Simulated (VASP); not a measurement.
BiOs: single point with PBE

The system is BiOs.

```
CELL_PARAMETERS angstrom
0.00000 2.81436 2.81436
2.81436 0.00000 2.81436
2.81436 2.81436 0.00000
ATOMIC_POSITIONS crystal
Os 0.50000 0.50000 0.50000
Bi 0.00000 0.00000 0.00000
```

| Property | Result |
| --- | --- |
| Program | VASP 6.6.1 |
| Task | single point |
| Functional | PBE |
| Potentials or basis | VASP PAW PBE potentials, release 64 (Os, Bi_d) |
| Cutoff | 520 eV |
| k mesh | 10 × 10 × 10 |
| Occupations | gaussian, width 0.05 eV |
| Spin | no spin polarisation |

| Property | Result |
| --- | --- |
| Pressure | -2.2 GPa |
| Band gap on the k mesh | zero (an odd number of electrons rules out a gap without spin polarisation) |

Levels at points of the mesh, in eV from the Fermi level:
```csv
k point,band 9,band 10,band 11,band 12,band 13,band 14
"(0.00, 0.00, 0.00)",-1.36,-0.99,-0.99,1.91,1.91,1.91
"(0.50, 0.00, 0.00)",-3.33,-0.50,-0.50,-0.21,4.26,6.33
"(0.50, 0.50, 0.00)",-0.88,-0.88,-0.53,-0.04,-0.04,0.21
```

It took 61 s on 1 thread of Intel Xeon 8259CL, with other jobs on the host, peak memory 0.19 GiB.

Caveat: spin-orbit coupling is left out, which moves the levels of the heavy elements.
